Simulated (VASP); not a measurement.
Input of a VASP 6.6.1 run:

The input INCAR:

```
SYSTEM = H6C2O
PREC = Accurate
ENCUT = 520
EDIFF = 1E-7
ISMEAR = -1
SIGMA = 0.02
LREAL = Auto
LASPH = .TRUE.
NELM = 60
ALGO = Normal
ISIF = 2
LWAVE = .FALSE.
LCHARG = .FALSE.
GGA = PS
NBANDS = 64
```

The input KPOINTS:

```
Automatic mesh
0
G
  1 1 1
  0 0 0
```

Contents of POSCAR:

```
H6C2O
1.0
    6.7708090000      0.0000000000      0.0000000000
    0.0000000000      6.7708090000      0.0000000000
    0.0000000000      0.0000000000      6.7708090000
C O H
8 4 24
Direct
    0.4349849479      0.5055968940      0.8533987593
    0.4819069627      0.7005514408      0.7999930289
    0.6289499527      0.3238608562      0.3308024196
    0.4414686635      0.2145976943      0.3025487796
    0.0708925625      0.1106957824      0.7602636553
   -0.0389613708      0.2678705011      0.9011773925
    0.1133394842      0.8121481495      0.2135786137
    0.0057304821      0.6565242056      0.3219703879
    0.6808639854      0.7601011932      0.8509470582
    0.4695007642      0.0670820872      0.1651649013
   -0.1079486956      0.4094340868      0.7560396402
    0.0012406198      0.7104911688      0.5207797178
    0.6733611892      0.8334159182      0.9736798069
    0.4687327615      0.7127065614      0.6386533721
    0.3758782739      0.8045862762      0.8618320204
    0.2748711417      0.5048141219      0.7862871335
    0.5315612950      0.4037922204      0.7860360557
    0.4076322342      0.4600188840      1.0102928616
    0.3447298543      0.0160394423      0.1206059719
    0.3797182877      0.1432915919      0.4409960464
    0.3203457667      0.3186620683      0.2501621298
    0.6484897152      0.4187091971      0.4482773033
    0.7490685382      0.2084684415      0.3216306944
    0.6717661065      0.4191818142      0.1910111480
   -0.2004339511      0.5029088843      0.8089284456
   -0.1519759308      0.2044216577      0.9926287981
    0.0767264296      0.3413624576      0.9792625962
    0.2040228871      0.0292579513      0.8319242206
   -0.0157145180     -0.0055975586      0.6849993849
    0.1201333548      0.2084684415      0.6411789197
   -0.0617946836      0.6113449663      0.6048464814
   -0.1428042055      0.6354779761      0.2419947158
    0.0951289573      0.5181950931      0.3136995889
    0.1195868913      0.7766280219      0.0592691361
    0.0524014191      0.9585855989      0.2120573775
    0.2737191376      0.8269469719      0.2510482868
```

Potentials or basis: VASP PAW PBE potentials, release 64 (C, O, H).

Run with:

```console
$ cat potpaw_PBE.64/C/POTCAR potpaw_PBE.64/O/POTCAR potpaw_PBE.64/H/POTCAR > POTCAR
$ mpirun -np 1 vasp_gam > vasp.out
```

(1) Predict the band gap on the k mesh.

(2) What does it give for the pressure?

(3) Estimate the largest force.

## Answers

(1) 4.85 eV.

(2) 2.7 GPa.

(3) 4.762 eV/Å.

Caveat: the k points lie up to 0.93 Å⁻¹ apart; the PAW data sets were made with another functional, which shifts forces and pressure a little.
